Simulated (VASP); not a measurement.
Wanted: the native input for a VASP 6.6.1 run.

- Task: single point
- Functional: PBEsol
- Potentials or basis: VASP PAW PBE potentials, release 64 (Ba_sv, Ti_sv, O)
- Cutoff: 600 eV
- k mesh: 6 × 6 × 6
- Occupations: gaussian, width 0.1 eV
- Spin: collinear spin
- Starting moments: [0.0, 1.0, 0.0, 0.0, 0.0] μB
- Dipole correction: no
- Further INCAR settings: ALGO = Normal; EDIFF = 1e-06; NBANDS = 32

The structure of BaTiO3 lies in POSCAR:

```
BaTiO3
1.0
    2.8273666084      1.6323808724      2.3183934932
   -2.8273666084      1.6323808724      2.3183934932
    0.0000000000     -3.2647617449      2.3183934932
Ba Ti O
1 1 3
Direct
    0.0000000000      0.0000000000      0.0000000000
    0.4845000000      0.4845000000      0.4845000000
    0.5086000000      0.5086000000      0.0175000000
    0.0175000000      0.5086000000      0.5086000000
    0.5086000000      0.0175000000      0.5086000000
```

These files were run (other wordings do the same):

INCAR

```
SYSTEM = BaTiO3
ALGO = Normal
EDIFF = 1E-6
ENCUT = 600
GGA = PS
GGA_COMPAT = .FALSE.
ISIF = 2
ISMEAR = 0
ISPIN = 2
LASPH = .TRUE.
LCHARG = .FALSE.
LMAXMIX = 4
LORBIT = 11
LREAL = .FALSE.
LWAVE = .FALSE.
MAGMOM = 0 1 0 0 0
NBANDS = 32
NELM = 200
PREC = Accurate
SIGMA = 0.1
```

KPOINTS

```
k-points
0
G
  6 6 6
  0 0 0
```

Potentials or basis: VASP PAW PBE potentials, release 64 (Ba_sv, Ti_sv, O).

Run with:

```sh
$ cat potpaw_PBE.64/Ba_sv/POTCAR potpaw_PBE.64/Ti_sv/POTCAR potpaw_PBE.64/O/POTCAR > POTCAR
$ mpirun -np 1 vasp_std > vasp.out
```

It gave:

```
Pressure                                              : 0.5 GPa
Largest force                                         : 0.135 eV/Å
Band gap on the k mesh                                : 2.34 eV (least direct gap 2.74 eV)
Net moment                                            : 0.00 μB per cell
Valence electrons inside the program's atomic spheres : Ba 7.97; Ti 10.31; O 5.01
```

Caveat: the PAW data sets were made with another functional, which shifts forces and pressure a little; spin-orbit coupling is left out, which moves the levels of the heavy elements.

Run time: 2.1 min on 1 thread of Oxide Virtual Turin-like Processor, on a shared host, peak memory 0.26 GiB.
